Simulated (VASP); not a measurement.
# Sc in VASP: notebook

The runs below take Sc through single point, molecular dynamics, with PBEsol.

Everything below comes from runs of VASP 6.6.1. Logs are shortened: lines on timing, memory, paths and dates and some standing lists are left out, and cuts for length are marked.

## 1. The cell of the first run

The typed cell holds 4 atoms: a = 6.581 Å, b = 6.581 Å, c = 3.291 Å, α = 60.00°, β = 60.00°, γ = 60.00°.

## 2. Single point, PBEsol

Contents of INCAR:

```
PREC = Accurate
ENCUT = 520
EDIFF = 1E-6
ISMEAR = -1
SIGMA = 0.08
LREAL = False
LASPH = True
NELM = 100
ALGO = Normal
ISIF = 2
LWAVE = False
LCHARG = True
GGA = PS
LELF = True
LVHAR = True
NBANDS = 30
```

Contents of KPOINTS:

```
Automatic mesh
0
Gamma
  4 4 7
```

Contents of POSCAR:

```
Sc
1.0
    0.0000000000      4.6536924094      4.6536924094
    4.6536924094      0.0000000000      4.6536924094
    2.3268462047      2.3268462047      0.0000000000
Sc
4
Direct
    0.0023482429     -0.0093482758      0.0048735494
   -0.0024293612      0.5017341703      0.0055025124
    0.5026967393      0.0008670534     -0.0076863696
    0.4973842911      0.5067471789     -0.0026896922
```

Potentials or basis: VASP PAW PBE potentials, release 64 (Sc_sv).

On the command line:

```sh
$ cat potpaw_PBE.64/Sc_sv/POTCAR > POTCAR
$ mpirun -np 1 vasp_std > vasp.out
```

OUTCAR:

```text
PREC = Accurate
   ENCUT = 520
   EDIFF = 1E-6
   ISMEAR = -1
   LREAL = False
   LASPH = True
   NELM = 100
   ISIF = 2
   GGA = PS

 ion  position               nearest neighbor table
   1  0.002  0.991  0.005-   4 3.22   2 3.23   2 3.26   3 3.27   3 3.28   3 3.31   3 3.31   2 3.33
                             2 3.35   4 3.36
   2  0.998  0.502  0.006-   1 3.23   1 3.26   3 3.27   4 3.28   4 3.29   4 3.29   4 3.30   3 3.31
                             1 3.33   1 3.35
   3  0.503  0.001  0.992-   4 3.26   1 3.27   2 3.27   1 3.28   4 3.28   4 3.30   1 3.31   2 3.31
                             1 3.31   4 3.32
   4  0.497  0.507  0.997-   1 3.22   3 3.26   2 3.28   3 3.28   2 3.29   2 3.29   3 3.30   2 3.30
                             3 3.32   1 3.36

  LATTYP: Found a base centered orthorhombic cell.
 ALAT       =     6.5813149205
 B/A-ratio  =     1.4142135624
 C/A-ratio  =     0.5000000000

  Lattice vectors:

 A1 = (  -2.3268462047,   2.3268462047,  -4.6536924094)
 A2 = (  -2.3268462047,   2.3268462047,   4.6536924094)
 A3 = (   2.3268462047,   2.3268462047,   0.0000000000)

Analysis of symmetry for initial positions (statically):
=====================================================================
 Subroutine PRICEL returns:
 Original cell was already a primitive cell.

 Routine SETGRP: Setting up the symmetry group for a
 base centered orthorhombic supercell.

 Subroutine GETGRP returns: Found  1 space group operations
 (whereof  1 operations were pure point group operations)
 out of a pool of  8 trial point group operations.

The static configuration has the point symmetry C_1 .

Analysis of symmetry for dynamics (positions and initial velocities):
=====================================================================
 Subroutine PRICEL returns:
 Original cell was already a primitive cell.

 Routine SETGRP: Setting up the symmetry group for a
 base centered orthorhombic supercell.

 Subroutine GETGRP returns: Found  1 space group operations
 (whereof  1 operations were pure point group operations)
 out of a pool of  8 trial point group operations.

The dynamic configuration has the point symmetry C_1 .

 Subroutine INISYM returns: Found  1 space group operations
 (whereof  1 operations are pure point group operations),
 and found     1 'primitive' translations

----------------------------------------------------------------------------------------

                                     Primitive cell
[... 116 lines left out ...]
   NELM   =    100;   NELMIN=  2; NELMDL= -5     # of ELM steps
   EDIFF  = 0.1E-05   stopping-criterion for ELM
   LREAL  =      F    real-space projection
   EDIFFG = 0.1E-04   stopping-criterion for IOM
   NSW    =      0    number of steps for IOM
   IBRION =     -1    ionic relax: 0-MD 1-quasi-New 2-CG
   NFREE  =      0    steps in history (QN), initial steepest desc. (CG)
   ISIF   =      2    stress and relaxation
   ISYM   =      2    0-nonsym 1-usesym 2-fastsym
   POTIM  = 0.5000    time-step for ionic-motion
   TEBEG  =    0.0;   TEEND  =   0.0 temperature during run
   PSTRESS=    0.0 pullay stress
   NELECT =      44.0000    total number of electrons
   NUPDOWN=      -1.0000    fix difference up-down
   EMIN   =  10.00;   EMAX   =-10.00  energy-range for DOS
   EFERMI =   0.00;   METHOD = LEGACY
   ISMEAR =    -1;   SIGMA  =   0.08  broadening in eV -4-tet -1-fermi 0-gaus
   EFERMI_NEDOS =   21; number of points for ismear=-14 and -15
   IALGO  =     38    algorithm
   IMIX   =      4    mixing-type and parameters
     AMIX     =   0.40;   BMIX     =  1.00
     AMIX_MAG =   1.60;   BMIX_MAG =  1.00
  volume/ion in A,a.u.               =      25.20       170.03
  Fermi-wavevector in a.u.,A,eV,Ry     =   1.241923  2.346894 20.985259  1.542373
  Thomas-Fermi vector in A             =   2.376300
   LORBIT       =      0    0 simple, 1 ext, 2 COOP (PROOUT), +10 PAW based schemes
   GGA     = PS    functional components
   LHFCALC =     F    Hartree Fock is set to
   AEXX    =    0.0000 exact exchange contribution
   IVDW    =     0    specifies the selected vdW correction
   LEPSILON=     F    determine dielectric tensor
   LRPA    =     F    only Hartree local field effects (RPA)
 non-spin polarized calculation
  energy-cutoff  :      520.00
  volume of cell :      100.78
 maximum number of plane-waves:      2737
 NGX is ok and might be reduce to    50
   NGX = 25   NGY = 25   NGZ = 13

 number of electron      44.0000002 magnetization

 Free energy of the ion-electron system (eV)
  ---------------------------------------------------
  ext. energy  EPLUGINS =         0.00000000
  ---------------------------------------------------
  free energy    TOTEN  =       -26.24679461 eV

  energy without entropy =      -26.07497250  energy(sigma->0) =      -26.16088355

 E-fermi :   3.5056     XC(G=0):  -9.8978

 val. band max:        3.5042537930   @ k =   0.5000   0.5000   0.1429
 cond. band min:       3.5138108543   @ k =   0.5000   0.5000   0.1429
 fundamental gap:      0.0095570613
 Fermi energy:         3.5055877646

 k-point     1 :       0.0000    0.0000    0.0000
  band No.  band energies     occupation
      1     -45.7742      2.00000
      2     -45.7200      2.00000
      3     -45.7174      2.00000
      4     -45.7008      2.00000
      5     -24.6628      2.00000
      6     -24.6613      2.00000
[... 781 lines left out ...]
     29       5.4699      0.00000
     30       5.5224      0.00000

 [... further k-points ...]

------------------------ aborting loop because EDIFF is reached ----------------------------------------

  FORCE on cell =-STRESS in cart. coord.  units (eV):
  Direction    XX          YY          ZZ          XY          YZ          ZX
  --------------------------------------------------------------------------------------
  -------------------------------------------------------------------------------------
  Total       -1.8945822     -1.9059687     -1.9514927     -0.0452370     -0.0042929      0.0085776
  in kB      -30.1183392    -30.2993501    -31.0230491     -0.7191364     -0.0682452      0.1363593
  external PRESSURE =     -30.4802462 kB  Pullay stress =       0.0000000 kB

 VOLUME and BASIS-vectors are now :
 -----------------------------------------------------------------------------
  energy-cutoff  :      520.00
  volume of cell :      100.78
      direct lattice vectors                 reciprocal lattice vectors
     0.000000000  4.653692409  4.653692409    -0.107441566  0.107441566  0.107441566
     4.653692409  0.000000000  4.653692409     0.107441566 -0.107441566  0.107441566
     2.326846205  2.326846205  0.000000000     0.214883132  0.214883132 -0.214883132

 POSITION                                       TOTAL-FORCE (eV/Angst)
 -----------------------------------------------------------------------------------
      4.62153      0.02227      4.62112         0.117894     -0.094062      0.124754
      2.34772      4.65519      6.97730        -0.098837      0.049200     -0.059985
      2.31300      4.64836      2.34343         0.056616     -0.025850     -0.008536
      4.67883      4.63526      4.67292        -0.075673      0.070712     -0.056234
 -----------------------------------------------------------------------------------
    total drift:                               -0.000305      0.000269     -0.000078

  FREE ENERGIE OF THE ION-ELECTRON SYSTEM (eV)
  ---------------------------------------------------
  free  energy   TOTEN  =       -26.2467946099 eV

  energy  without entropy=      -26.0749724965  energy(sigma->0) =      -26.16088355
```

OSZICAR:

```text
N       E                     dE             d eps       ncg     rms          rms(c)
DAV:   1     0.829360659579E+03    0.82936E+03   -0.19290E+04  3480   0.154E+03
DAV:   2     0.316030538069E+02   -0.79776E+03   -0.78521E+03  4928   0.711E+02
DAV:   3    -0.267238613780E+02   -0.58327E+02   -0.55873E+02  5850   0.242E+02
DAV:   4    -0.293501177432E+02   -0.26263E+01   -0.24786E+01  5688   0.455E+01
DAV:   5    -0.294295752426E+02   -0.79457E-01   -0.78481E-01  5782   0.888E+00    0.109E+01
DAV:   6    -0.266188498698E+02    0.28107E+01   -0.62525E+00  4444   0.232E+01    0.318E+00
DAV:   7    -0.262715501896E+02    0.34730E+00   -0.15396E+00  4712   0.106E+01    0.123E+00
DAV:   8    -0.262544376356E+02    0.17113E-01   -0.10794E-01  4618   0.352E+00    0.496E-01
DAV:   9    -0.262485599939E+02    0.58776E-02   -0.23499E-02  5528   0.157E+00    0.263E-01
DAV:  10    -0.262467822627E+02    0.17777E-02   -0.10857E-02  4662   0.940E-01    0.386E-02
DAV:  11    -0.262468021503E+02   -0.19888E-04   -0.26344E-04  6008   0.179E-01    0.231E-02
DAV:  12    -0.262467982353E+02    0.39150E-05   -0.39414E-05  5120   0.828E-02    0.124E-02
DAV:  13    -0.262467955999E+02    0.26354E-05   -0.14929E-05  4224   0.438E-02    0.531E-03
DAV:  14    -0.262467946099E+02    0.99000E-06   -0.41501E-06  3712   0.284E-02
   1 F= -.26246795E+02 E0= -.26160884E+02  d E =-.171822E+00
```

stdout:

```text
POSCAR found type information on POSCAR Sc
 POSCAR found :  1 types and       4 ions
 scaLAPACK will be used
 -----------------------------------------------------------------------------
|                                                                             |
|                                                                             |
[... 21 lines left out ...]
|     Results are often still useful ...                                      |
|                                                                             |
 -----------------------------------------------------------------------------

 POSCAR, INCAR and KPOINTS ok, starting setup
 FFT: planning ... GRIDC
 FFT: planning ... GRID_SOFT
 FFT: planning ... GRID
 WAVECAR not read
 entering main loop
```

Wall time 3.3 min (1 thread of Intel Xeon Platinum 8175M at 2.50GHz (Skylake/Cascade Lake), shared host); peak memory 0.3 GiB.

Results:

```
Free energy            : -26.2468 eV
Pressure               : -3.0 GPa
Largest force          : 0.196 eV/Å
Band gap on the k mesh : zero (band 22 reaches 3.81 eV, above the bottom of band 23 at 3.14 eV)
```

Forces on the atoms (eV/Å):
```
Sc   0.118 -0.094  0.125
Sc  -0.099  0.049 -0.060
Sc   0.057 -0.026 -0.009
Sc  -0.076  0.071 -0.056
```

Caveat: the PAW data sets were made with another functional, which shifts forces and pressure a little.

[end of part 1 of 2]
